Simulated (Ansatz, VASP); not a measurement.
**Two plane-wave programs on BiTe**

```
CELL_PARAMETERS angstrom
0.00000 3.14920 3.19715
3.14920 0.00000 3.19715
3.14920 3.14920 0.00000
ATOMIC_POSITIONS crystal
Bi 0.00000 0.00000 0.00000
Te 0.50000 0.50000 0.50000
```

Change from the starting cell: strain -0.015 along x and y, +0.000 along z, atoms carried along.

Alike in both runs: task single point; functional PBEsol; k mesh 16 × 16 × 16; occupations gaussian, width 0.15 eV; no spin polarisation.

|  | VASP | Ansatz |
| --- | --- | --- |
| version | VASP 6.6.1 | Ansatz 0.2.0 |
| potentials or method | VASP PAW PBE potentials, release 64 (Bi_d, Te), cutoff 500 eV | scalar-relativistic, plane waves, PAW |
| valence electrons in the cell | 21 | 31 |

```csv
,VASP,Ansatz,Ansatz less VASP
gap on the k mesh at the Fermi level (eV),none,none,-
pressure (GPa),1.8,1.8,0.00
"traceless stress, the component that is largest in VASP (GPa)",-1.06,-1.06,+0.002
```

VASP's potentials were made for PBE, not for PBEsol. A gap of «none» marks a metal or a gap that the smearing closes. VASP's potentials hold 21 valence electrons a cell and Ansatz's 31, so a difference there can come from the potentials and not from the codes.

Neither program's run includes spin-orbit coupling.
